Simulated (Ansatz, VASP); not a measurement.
## LiF: VASP beside Ansatz

The input INCAR:

```
PREC = Accurate
ENCUT = 520
EDIFF = 1E-6
ISMEAR = 0
SIGMA = 0.05
LREAL = F
LASPH = T
NELM = 80
ALGO = Normal
ISIF = 2
LWAVE = F
LCHARG = F
NBANDS = 12
```

KPOINTS

```
Automatic mesh
0
Gamma
  10 10 10
```

File POSCAR:

```
LiF
1.0
    2.4955446750      0.0000000000      0.0000000000
    0.0000000000      2.4955446750      0.0000000000
    0.0000000000      0.0000000000      2.5595330000
Li F
1 1
Direct
    0.0000000000      0.0000000000      0.0000000000
    0.5000000000      0.5000000000      0.5000000000
```

Input for Ansatz:

```yaml
crystal:
  lattice:
    - [2.495544675, 0.0, 0.0]
    - [0.0, 2.495544675, 0.0]
    - [0.0, 0.0, 2.559533]
  atoms:
    - { symbol: Li, position: [0.0, 0.0, 0.0] }
    - { symbol: F, position: [0.5, 0.5, 0.5] }
basis:
  ecutwfc: 420
kpoints:
  mp_grid: { grid: [10, 10, 10] }
hamiltonian:
  xc: lda
scf:
  occupations: { method: gaussian, width: 0.05 }
output:
  forces: true
  stress: true
  eigenvalues: true
```

Change from the starting cell: strain -0.025 along x and y, +0.000 along z, atoms carried along.

Alike in both runs: task single point; functional LDA; k mesh 10 × 10 × 10; occupations gaussian, width 0.05 eV; no spin polarisation.

|  | VASP | Ansatz |
| --- | --- | --- |
| version | VASP 6.6.1 | Ansatz 0.2.0 |
| potentials or method | VASP PAW LDA potentials, release 64 (Li_sv, F), cutoff 520 eV | scalar-relativistic, plane waves, PAW |
| valence electrons in the cell | 10 | 10 |

|  | VASP | Ansatz | Ansatz less VASP |
| --- | --- | --- | --- |
| gap on the k mesh at the Fermi level (eV) | 7.66 | 7.66 | +0.001 |
| least direct gap on the mesh (eV) | 8.37 | 8.37 | -0.002 |

LDA's correlation is that of Perdew and Zunger in VASP and of Perdew and Wang (1992) in Ansatz.

Noted on VASP's run: the cutoff is short for stress, so the pressure is rough.
